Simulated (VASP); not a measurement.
Runs of VASP 6.6.1 on CsBr. The structure is that of space group Pm-3m (No. 221), or close to it. The cells are those of the table. 

| task | level | potentials or basis | cell | gap on the mesh (eV) | pressure (GPa) | relaxed volume (Å³/atom) |
| --- | --- | --- | --- | --- | --- | --- |
| single point | LDA | VASP PAW LDA potentials, release 64 (Cs_sv, Br) | a = 4.141 Å, 2 atoms | 4.50 | 0.1 | - |
| single point | PBEsol | VASP PAW PBE potentials, release 64 (Cs_sv, Br) | a = 4.246 Å, 2 atoms | (a) | 0.0 | - |
| relaxation of cell and atoms | LDA | VASP PAW LDA potentials, release 64 (Cs_sv, Br) | relaxed from a = 4.387 Å, 2 atoms | 4.51 | 0.0 | (b) |
| single point | PBE | VASP PAW PBE potentials, release 64 (Cs_sv, Br) | a = 4.320 Å, 2 atoms | 4.42 | 0.7 | - |
| relaxation of cell and atoms | PBEsol | VASP PAW PBE potentials, release 64 (Cs_sv, Br) | relaxed from a = 4.387 Å, 2 atoms | 4.42 | 0.0 | 38.30 |

Alike in all rows: no spin polarisation; k mesh 6 × 6 × 6; cutoff (eV) 500; smearing fermi-dirac 0.02 eV.

Question: Estimate the missing entries.

Answer: (a) 4.43; (b) 35.69.

Caveats: spin-orbit coupling is left out, which moves the levels of the heavy elements; the PAW data sets were made with another functional, which shifts forces and pressure a little (at least some runs); the volume moved by over 15 % at a fixed basis, so the end points are rough (at least some runs).

A k mesh can miss the band edges, and the runs leave out spin-orbit coupling on Br, Cs.
